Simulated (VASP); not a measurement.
Write the native input for VASP 6.6.1 that does the following.

| Item | Value |
| --- | --- |
| Task | single point |
| Functional | PBE |
| Dispersion | D3(BJ) |
| Potentials or basis | VASP PAW PBE potentials, release 64 (Ga_d, Sb) |
| Cutoff | 520 eV |
| k mesh | 8 × 8 × 8 |
| Occupations | methfessel-paxton, width 0.1 eV |
| Spin | no spin polarisation |
| Dipole correction | no |
| Further INCAR settings | ALGO = Normal; EDIFF = 1e-06; NBANDS = 22 |

The structure of GaSb3 lies in POSCAR:

```
GaSb3
1.0
    5.2758580000      0.0000000000      0.0000000000
    2.6379290000      4.5690270548      0.0000000000
    2.6379290000      1.5230090183      4.3077200185
Ga Sb
1 3
Direct
    0.0000000000      0.0000000000      0.0000000000
    0.2500000000      0.2500000000      0.2500000000
    0.7500000000      0.7500000000      0.7500000000
    0.5000000000      0.5000000000      0.5000000000
```

These files were run (other wordings do the same):

INCAR

```
PREC = Accurate
ENCUT = 520
EDIFF = 1E-6
ISMEAR = 1
SIGMA = 0.1
LREAL = False
LASPH = True
NELM = 60
ALGO = Normal
ISIF = 2
LWAVE = False
LCHARG = False
GGA = PE
IVDW = 12
NBANDS = 22
```

KPOINTS

```
regular mesh
0
Gamma
  8 8 8
```

Potentials or basis: VASP PAW PBE potentials, release 64 (Ga_d, Sb).

Command:

```sh
$ cat potpaw_PBE.64/Ga_d/POTCAR potpaw_PBE.64/Sb/POTCAR > POTCAR
$ mpirun -np 1 vasp_std > vasp.out
```

It gave:

The pressure is -3.8 GPa, the band gap on the k mesh is zero (band 14 reaches 8.87 eV, above the bottom of band 15 at 5.07 eV) and the dispersion energy per atom is -0.448 eV.

Caveat: spin-orbit coupling is left out, which moves the levels of the heavy elements; pairwise dispersion overbinds metals, which lowers pressure and volume.

It took 60 s on 1 thread of Intel Xeon 6975P-C (shared host), peak memory 0.28 GiB.
